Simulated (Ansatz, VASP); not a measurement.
This is a calculation of CoO for Ansatz 0.2.0.

The input input.yaml:

```yaml
crystal:
  lattice:
    - [1.5054695445, 0.8691832468, 2.4399269062]
    - [-1.5054695445, 0.8691832468, 2.4399269062]
    - [0.0, -1.7383664936, 2.4399269062]
  atoms:
    - { symbol: Co, position: [0.0, 0.0, 0.0], spin: 2.0 }
    - { symbol: O, position: [0.5, 0.5, 0.5] }
hamiltonian:
  xc: pbesol
  pseudopotentials: { kind: paw }
  dispersion: d4
magnetization:
  spin_polarized: true
kpoints:
  mp_grid: { grid: [11, 11, 11] }
scf:
  occupations: { method: fermi_dirac, width: 0.05 }
output:
  forces: true
  stress: true
  eigenvalues: true
relax:
  f_tol: 0.01
  max_steps: 40
  cell: { stress_tol: 0.05 }
```

Potentials or basis: Ansatz PAW.

Run with:

```sh
$ ansatz run input.yaml --threads 2 --pin off --max-ram 5632MiB --backend cpu --events-out ev --progress --plain --runs-dir out
```

Task: Set up the same calculation for VASP 6.6.1. Potentials there: VASP PAW PBE potentials, release 64 (Co, O).

Result: As run (the cutoff follows the program's own potentials):

The input INCAR:

```
SYSTEM = CoO
ALGO = Normal ; EDIFF = 1E-6
EDIFFG = -0.01 ; ENCUT = 600
GGA = PS ; IBRION = 2
ISIF = 3 ; ISMEAR = -1
ISPIN = 2 ; IVDW = 13
LASPH = .True. ; LCHARG = .False.
LMAXMIX = 4 ; LORBIT = 11
LREAL = .False. ; LWAVE = .False.
MAGMOM = 2 0 ; NELM = 150
NSW = 60 ; PREC = Accurate
SIGMA = 0.05
```

KPOINTS

```
k-points
0
Gamma
  11 11 11
  0 0 0
```

Contents of POSCAR:

```
CoO
1.0
    1.5054695445      0.8691832468      2.4399269062
   -1.5054695445      0.8691832468      2.4399269062
    0.0000000000     -1.7383664936      2.4399269062
Co O
1 1
Direct
    0.0000000000      0.0000000000      0.0000000000
    0.5000000000      0.5000000000      0.5000000000
```

Potentials or basis: VASP PAW PBE potentials, release 64 (Co, O).

The run is started by

```bash
$ cat potpaw_PBE.64/Co/POTCAR potpaw_PBE.64/O/POTCAR > POTCAR
$ mpirun -np 1 vasp_std > vasp.out
```

Both were run:

|  | VASP | Ansatz | Ansatz less VASP |
| --- | --- | --- | --- |
| gap on the k mesh at the Fermi level, each at its own relaxed structure (eV) | none | none | - |
| net moment per atom (μB) | 1.33 | 1.36 | +0.027 |
| size of the moment on the site where the two differ most (μB) | 2.36 | 2.31 | -0.046 |
| relaxed volume (Å³/atom) | 8.94 | 8.95 | +0.009 |
| relaxed length of the cell vector where the two differ most in proportion (Å) | 2.840 | 2.837 | -0.0030 |

VASP's potentials were made for PBE, not for PBEsol. Site moments also hang on the region over which each program counts them. A gap of «none» marks a metal or a gap that the smearing closes. VASP's potentials hold 15 valence electrons a cell and Ansatz's 23, so a difference there can come from the potentials and not from the codes.

Noted on Ansatz's run: the plane-wave basis is chosen anew once the cell has moved, so the energies of steps on either side of that aren't comparable.
